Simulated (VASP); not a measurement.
Wanted: the native input for a VASP 6.6.1 run.

```
Task                   : single point
Functional             : PBE
Potentials or basis    : VASP PAW PBE potentials, release 64 (Rh_pv)
Cutoff                 : 500 eV
k mesh                 : 10 × 10 × 10
Occupations            : fermi-dirac, width 0.05 eV
Spin                   : no spin polarisation
Dipole correction      : no
Further INCAR settings : ALGO = Normal; EDIFF = 1e-06; NBANDS = 14
```

The structure of Rh lies in POSCAR:

```
Rh
1.0
    0.0000000000      1.8722002341      1.8722002341
    1.8722002341      0.0000000000      1.8722002341
    1.8722002341      1.8722002341      0.0000000000
Rh
1
Direct
    0.0000000000      0.0000000000      0.0000000000
```

The input as run:

INCAR

```
SYSTEM = Rh
ALGO = Normal
EDIFF = 1E-6
ENCUT = 500
GGA = PE
GGA_COMPAT = .False.
ISIF = 2
ISMEAR = -1
LASPH = .True.
LCHARG = .False.
LREAL = .False.
LWAVE = .False.
NBANDS = 14
NELM = 120
PREC = Accurate
SIGMA = 0.05
```

KPOINTS

```
k-points
0
Gamma
  10 10 10
  0 0 0
```

Potentials or basis: VASP PAW PBE potentials, release 64 (Rh_pv).

The run is started by

```bash
$ cat potpaw_PBE.64/Rh_pv/POTCAR > POTCAR
$ mpirun -np 1 vasp_std > vasp.out
```

It gave:

- Pressure: 21.0 GPa

Run time: 9.5 s on 1 thread of AMD EPYC 7R13, on a shared host, peak memory 0.1 GiB.
